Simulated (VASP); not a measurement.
Ir:

```
Ir
1.0
     0.00000    1.91560    1.91560
     1.91560    0.00000    1.91560
     1.91560    1.91560    0.00000
Ir
1
Direct
  0.00000 0.00000 0.00000
```

- Program: VASP 6.6.1
- Task: relaxation of cell and atoms
- Functional: RPBE
- Dispersion: D3(BJ)
- Potentials or basis: VASP PAW PBE potentials, release 64 (Ir)
- Cutoff: 600 eV
- k mesh: 12 × 12 × 12
- Occupations: fermi-dirac, width 0.05 eV
- Spin: no spin polarisation

At the start: pressure -32.9 GPa; volume 14.06 Å³/atom.

Question: Where does the relaxation end?

Answer: Over 5 steps the energy falls by 118.0 meV/atom and the volume is 12.99 Å³/atom (-7.6 %); space group Fm-3m (No. 225, to 0.05 Å).

Step by step:
| step | energy change (eV) | largest force (eV/Å) | pressure (GPa) | volume (Å³) |
| --- | --- | --- | --- | --- |
| 1 | 0.0000 | 0.0000 | -32.93 | 14.06 |
| 2 | 3.8540 | 0.0000 | 444.26 | 8.96 |
| 3 | -0.1143 | 0.0000 | -6.64 | 13.17 |
| 4 | -0.1173 | 0.0000 | -2.89 | 13.07 |
| 5 | -0.1180 | 0.0000 | 0.05 | 12.99 |

Final structure:
```xyz
1
Lattice="0.0000 1.8660 1.8660 1.8660 0.0000 1.8660 1.8660 1.8660 0.0000" Properties=species:S:1:pos:R:3 pbc="T T T"
Ir    0.0000    0.0000    0.0000
```

Caveat: the PAW data sets were made with another functional, which shifts forces and pressure a little; pairwise dispersion overbinds metals, which lowers pressure and volume.
